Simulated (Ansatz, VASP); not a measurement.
## HgTe: VASP beside Ansatz

File INCAR:

```
SYSTEM = HgTe
  PREC = Accurate
  ENCUT = 500
  EDIFF = 1E-6
  ISMEAR = 1
  SIGMA = 0.025
  LREAL = .False.
  LASPH = .True.
  NELM = 120
  ALGO = Normal
  ISIF = 2
  LWAVE = .False.
  LCHARG = .False.
  GGA = PS
  IVDW = 12
  NBANDS = 16
  GGA_COMPAT = .False.
```

KPOINTS

```
Automatic mesh
0
Gamma
  7 7 7
  0 0 0
```

The input POSCAR:

```
HgTe
1.0
    0.0000000000      3.1800000000      3.1800000000
    3.1800000000      0.0000000000      3.1800000000
    3.1800000000      3.1800000000      0.0000000000
Hg Te
1 1
Direct
    0.0000000000      0.0000000000      0.0000000000
    0.5000000000      0.5000000000      0.5000000000
```

File input.yaml:

```yaml
crystal:
  lattice: { a: 6.36, b: 6.36, c: 6.36, alpha: 90.0, beta: 90.0, gamma: 90.0 }
  space_group: 225
  reduce_to_primitive: true
  atoms:
    - { symbol: Hg, wyckoff: "4a", position: [0.0, 0.0, 0.0] }
    - { symbol: Te, wyckoff: "4b", position: [0.5, 0.0, 0.0] }
hamiltonian:
  xc: pbesol
  pseudopotentials: { kind: paw, partial_waves: polarizable }
  dispersion: d3bj
kpoints:
  mp_grid: { grid: [7, 7, 7] }
scf:
  occupations: { method: methfessel_paxton, width: 0.025 }
output:
  forces: true
  stress: true
  eigenvalues: true
  bader: true
  populations: intrinsic
```

Alike in both runs: functional PBEsol; dispersion D3(BJ); k mesh 7 × 7 × 7; occupations methfessel-paxton of order 1, width 0.025 eV; no spin polarisation.

```csv
,VASP,Ansatz
version,VASP 6.6.1,Ansatz 0.2.0
potentials or method,"VASP PAW PBE potentials, release 64 (Hg, Te)",Ansatz PAW polarizable
plane-wave cutoff (eV),500,420
valence electrons in the cell,18,36
task,single point,atomic charges
```

```tsv
	VASP	Ansatz	Ansatz less VASP
gap on the k mesh at the Fermi level (eV)	none	none	-
pressure (GPa)	-8.2	-8.3	-0.08
```

VASP's potentials were made for PBE, not for PBEsol. A gap of «none» marks a metal or a gap that the smearing closes. VASP's potentials hold 18 valence electrons a cell and Ansatz's 36, so a difference there can come from the potentials and not from the codes.

Spin-orbit coupling is off throughout.
